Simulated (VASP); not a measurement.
Wanted: the native input for a VASP 6.6.1 run.

```
Task                   : single point
Functional             : PBE
Potentials or basis    : VASP PAW PBE potentials, release 64 (Si, C)
Cutoff                 : 520 eV
k mesh                 : 12 × 12 × 4
Occupations            : gaussian, width 0.05 eV
Spin                   : no spin polarisation
Dipole correction      : no
Further INCAR settings : ALGO = Normal; EDIFF = 1e-06; NBANDS = 26
```

The structure of SiC lies in POSCAR:

```
SiC
1.0
    2.9497000000      0.0000000000      0.0000000000
   -1.4748500000      2.5545151336      0.0000000000
    0.0000000000      0.0000000000     10.6694000000
Si C
4 4
Direct
    0.6666666667      0.3333333333      0.9378436843
    0.3333333333      0.6666666667      0.4378436843
    0.0000000000      0.0000000000      0.6878989045
    0.0000000000      0.0000000000      0.1878989045
    0.6666666667      0.3333333333      0.7498087506
    0.3333333333      0.6666666667      0.2498087506
    0.0000000000      0.0000000000      0.5004476606
    0.0000000000      0.0000000000      0.0004476606
```

These files were run (other wordings do the same):

INCAR

```
ALGO     = Normal         # electronic algorithm
EDIFF    = 1E-6           # SCF threshold, eV
ENCUT    = 520            # plane-wave cutoff, eV
GGA      = PE             # functional
ISIF     = 2              # what is computed and relaxed
ISMEAR   = 0              # smearing method
LASPH    = T              # aspherical terms in the spheres
LCHARG   = F              # write CHGCAR
LREAL    = F              # projectors in reciprocal space
LWAVE    = F              # write WAVECAR
NBANDS   = 26             # bands
NELM     = 80             # most SCF steps
PREC     = Accurate       # precision mode
SIGMA    = 0.05           # smearing width, eV
```

KPOINTS

```
k-points
0
Gamma
  12 12 4
```

Potentials or basis: VASP PAW PBE potentials, release 64 (Si, C).

Command:

```console
$ cat potpaw_PBE.64/Si/POTCAR potpaw_PBE.64/C/POTCAR > POTCAR
$ mpirun -np 1 vasp_std > vasp.out
```

It gave:

- Pressure: 13.3 GPa
- Largest force: 0.752 eV/Å
- Band gap on the k mesh: 1.63 eV, indirect (least direct gap 3.05 eV)

It took 64 s on 1 thread of AMD EPYC 9R45 96-Core Processor (Zen 5), with other jobs on the host, peak memory 0.21 GiB.
